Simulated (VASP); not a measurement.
Here is a VASP 6.6.1 calculation.

The input INCAR:

```
ALGO     = Normal         # electronic algorithm
EDIFF    = 1E-7           # SCF threshold, eV
ENCUT    = 520            # plane-wave cutoff, eV
ISIF     = 2              # what is computed and relaxed
ISMEAR   = -1             # smearing method
LASPH    = True           # aspherical terms in the spheres
LCHARG   = True           # write CHGCAR
LELF     = True           # ELF
LREAL    = False          # projectors in reciprocal space
LVHAR    = True         
LWAVE    = False          # write WAVECAR
NBANDS   = 10             # bands
NELM     = 80             # most SCF steps
PREC     = Accurate       # precision mode
SIGMA    = 0.1            # smearing width, eV
```

Contents of KPOINTS:

```
k-points
0
Gamma
  20 20 20
```

The input POSCAR:

```
F
1.0
    0.0000000000      1.4294791492      1.4294791492
    1.4294791492      0.0000000000      1.4294791492
    1.4294791492      1.4294791492      0.0000000000
F
1
Direct
    0.0000000000      0.0000000000      0.0000000000
```

Potentials or basis: VASP PAW LDA potentials, release 64 (F).

The run is started by

```console
$ cat potpaw_LDA.64/F/POTCAR > POTCAR
$ mpirun -np 1 vasp_std > vasp.out
```

(1) Estimate the band gap on the k mesh.

(2) Predict the pressure.

Results:

(1) zero (an odd number of electrons rules out a gap without spin polarisation).

(2) 92.6 GPa.

Caveat: the cell stands under pressure; an odd number of electrons without spin polarisation forces a metal; a magnetic or distorted state may lie lower.
